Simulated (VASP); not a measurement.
Ag, 1 atom in the cell. The structure is tetragonal, space group I4/mmm (No. 139). Conventional cell: a = 3.225 Å, b = 3.225 Å, c = 3.064 Å, α = 90.00°, β = 90.00°, γ = 90.00°. Ag (site symmetry 4/mmm) has 14 Ag at 2.75 to 3.23 Å within 3.6 Å.  This cell differs from its parent crystal: strain -0.0500 x Voigt [0, 1, 0, 0, 0, 0].

```yaml
Program: VASP 6.6.1
Task: single point
Functional: PBEsol
Potentials_or_basis: VASP PAW PBE potentials, release 64 (Ag)
Cutoff: 520 eV
k_mesh: 26 × 26 × 26
Occupations: gaussian, width 0.15 eV
Spin: no spin polarisation
Dipole_correction: no
Further_INCAR_settings: ALGO = Fast; EDIFF = 1e-07; NBANDS = 12
```

Potentials or basis: VASP PAW PBE potentials, release 64 (Ag).

The run is started by

```console
$ cat potpaw_PBE.64/Ag/POTCAR > POTCAR
$ mpirun -np 1 vasp_std > vasp.out
```

Hardware: 1 thread of Intel(R) Xeon(R) Platinum 8375C CPU @ 2.90GHz (Ice Lake), with other jobs on the host.

Task: Estimate the wall time of this run.

Result: Run time: 2.1 min on 1 thread of Intel(R) Xeon(R) Platinum 8375C CPU @ 2.90GHz (Ice Lake), on a shared host, peak memory 0.33 GiB. Counts: scf iterations 14, k points 1330.
